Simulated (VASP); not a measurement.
The system is SnSe, a slab with vacuum.

```
Sn Se
1.0
     4.28533    0.00000    0.00000
     0.00000    4.28533    0.00000
     0.00000    0.00000   10.99069
Sn Se
2 2
Direct
  0.50000 0.00000 0.37223
  0.00000 0.50000 0.62777
  0.50000 0.00000 0.61604
  0.00000 0.50000 0.38396
```

Base run:

* Program: VASP 6.6.1
* Functional: r2SCAN
* Potentials or basis: VASP PAW PBE potentials, release 64 (Sn_d, Se)
* Cutoff: 520 eV
* k mesh: 8 × 8 × 4
* Occupations: gaussian, width 0.05 eV
* Spin: no spin polarisation

Its results: band gap on the k mesh 1.31 eV; largest force 0.019 eV/Å.

Q: The run is repeated on the same cell with these changes: k mesh from 8 × 8 × 4 to 6 × 6 × 4. What comes out?

A: Band gap on the k mesh 1.77 eV; largest force 0.016 eV/Å.

Caveats: there is no dipole correction, which matters where the two faces differ; the PAW data sets were made with another functional, which shifts forces and pressure a little; spin-orbit coupling is left out, which moves the levels of the heavy elements.

A k mesh can miss the band edges.
